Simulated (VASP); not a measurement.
Here is a VASP 6.6.1 calculation.

The input INCAR:

```
  ALGO = Normal
  EDIFF = 1E-6
  ENCUT = 520
  GGA = PS
  ISIF = 2
  ISMEAR = 0
  LASPH = T
  LCHARG = F
  LREAL = F
  LWAVE = F
  NBANDS = 13
  NELM = 80
  PREC = Accurate
  SIGMA = 0.15
```

The input KPOINTS:

```
k-points
0
Gamma
  16 16 16
```

The input POSCAR:

```
Pb
1.0
    0.0000000000      2.5315450000      2.3463100000
    2.5315450000      0.0000000000      2.3463100000
    2.5315450000      2.5315450000      0.0000000000
Pb
1
Direct
    0.0000000000      0.0000000000      0.0000000000
```

Potentials or basis: VASP PAW PBE potentials, release 64 (Pb_d).

The run is started by

```sh
$ cat potpaw_PBE.64/Pb_d/POTCAR > POTCAR
$ mpirun -np 1 vasp_std > vasp.out
```

Task: Estimate the pressure.

Result: -0.2 GPa.

Task: What does it give for the band gap on the k mesh?

Result: Zero (band 7 reaches 14.58 eV, above the bottom of band 8 at 5.36 eV).

Stress tensor (GPa, compression positive):
```
-0.61  0.00  0.00
 0.00 -0.61  0.00
 0.00  0.00  0.55
```

Caveat: the cell differs from its parent crystal (strain +0.025 along x and y, -0.050 along z); the PAW data sets were made with another functional, which shifts forces and pressure a little; spin-orbit coupling is left out, which moves the levels of the heavy elements.
